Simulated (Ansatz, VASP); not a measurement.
## Ti in VASP and in Ansatz

```
Ti
1.0
     2.32316    0.00000    0.00000
    -1.16158    2.01191    0.00000
     0.00000    0.00000    2.27209
Ti
1
Direct
  0.00000 0.00000 0.00000
```

Change from the starting cell: volume scaled by 0.6, LAPW.

Alike in both runs: task single point; functional PBE; k mesh 15 × 15 × 14; occupations fermi-dirac, width 0.08 eV; no spin polarisation.

|  | VASP | Ansatz |
| --- | --- | --- |
| version | VASP 6.6.1 | Ansatz 0.2.0 |
| potentials or method | VASP PAW PBE potentials, release 64 (Ti_sv), cutoff 520 eV | all-electron LAPW, scalar-relativistic |

|  | VASP | Ansatz | Ansatz less VASP |
| --- | --- | --- | --- |
| pressure (GPa) | 114.1 | 114.0 | -0.08 |
| traceless stress, the component that is largest in VASP (GPa) | -0.59 | -0.35 | +0.244 |

Both programs put the cell under a high pressure, so it lies far from rest at this level. Ansatz ran all-electron here, and VASP with PAW potentials.

Noted on VASP's run: the cell as given lies far from equilibrium.
